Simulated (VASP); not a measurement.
A run of VASP 6.6.1 is set up as follows.

The input INCAR:

```
SYSTEM = ZrC
PREC = Accurate
ENCUT = 520
EDIFF = 1E-6
ISMEAR = 0
SIGMA = 0.1
LREAL = .FALSE.
LASPH = .TRUE.
NELM = 150
ALGO = Normal
ISIF = 2
LWAVE = .FALSE.
LCHARG = .FALSE.
ISPIN = 2
MAGMOM = 1 1 0 0
LORBIT = 11
LMAXMIX = 4
GGA = PE
NBANDS = 28
```

KPOINTS

```
regular mesh
0
G
  6 6 4
  0 0 0
```

The input POSCAR:

```
ZrC
1.0
    3.2855250332      0.0000000000      0.0000000000
    0.0000000000      3.2855250332      0.0000000000
    0.0000000000      0.0000000000      6.1887565839
Zr C
2 2
Direct
    0.5000000000      0.5000000000      0.2500000000
    0.5000000000      0.5000000000      0.7500000000
    0.0000000000      0.5000000000      0.0000000000
    0.5000000000      0.0000000000      0.5000000000
```

Potentials or basis: VASP PAW PBE potentials, release 64 (Zr_sv, C).

The run is started by

```sh
$ cat potpaw_PBE.64/Zr_sv/POTCAR potpaw_PBE.64/C/POTCAR > POTCAR
$ mpirun -np 1 vasp_std > vasp.out
```

(1) Predict the net moment.

(2) Estimate the pressure.

(3) What does it give for the band gap on the k mesh?

## Answers

(1) 0.00 μB per cell.

(2) 0.1 GPa.

(3) zero (filled and empty bands overlap).

Caveat: the cell differs from its parent crystal (atoms taken out).
